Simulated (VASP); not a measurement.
Runs of VASP 6.6.1 on Sb. The structure is that of space group I4/mmm (No. 139), or close to it. The cells are those of the table. The cell was generated, and may not be a known phase.

| task | cell | k mesh | cutoff (eV) | gap on the mesh (eV) | pressure (GPa) | relaxed volume (Å³/atom) |
| --- | --- | --- | --- | --- | --- | --- |
| relaxation of cell and atoms | relaxed from a = 3.541 Å, angles 116.5, 106.7, 105.5°, 1 atom | 6 × 6 × 6 | 600 | none | 0.1 | 27.43 |
| single point | a = 3.541 Å, angles 116.5, 106.7, 105.5°, 1 atom | 6 × 6 × 6 | 520 | none | (a) | - |
| single point | a = 3.315 Å, angles 118.8, 105.8, 104.2°, 1 atom | 6 × 6 × 6 | 520 | none | -0.1 | - |
| relaxation of cell and atoms | relaxed from a = 3.315 Å, angles 118.8, 105.8, 104.2°, 1 atom | 22 × 22 × 22 | 600 | none | 0.0 | 27.16 |

Alike in all rows: level PBE; potentials or basis VASP PAW PBE potentials, release 64 (Sb); no spin polarisation; smearing gaussian 0.1 eV.

Task: Estimate the missing entries.

Result: (a) -8.2.

Caveats: some runs use coarse meshes; spin-orbit coupling is left out, which moves the levels of the heavy elements; the volume moved by over 15 % at a fixed basis, so the end points are rough (at least some runs).

A k mesh can miss the band edges, and the runs leave out spin-orbit coupling on Sb.

A gap of «none» marks levels without a gap at the run's occupations.
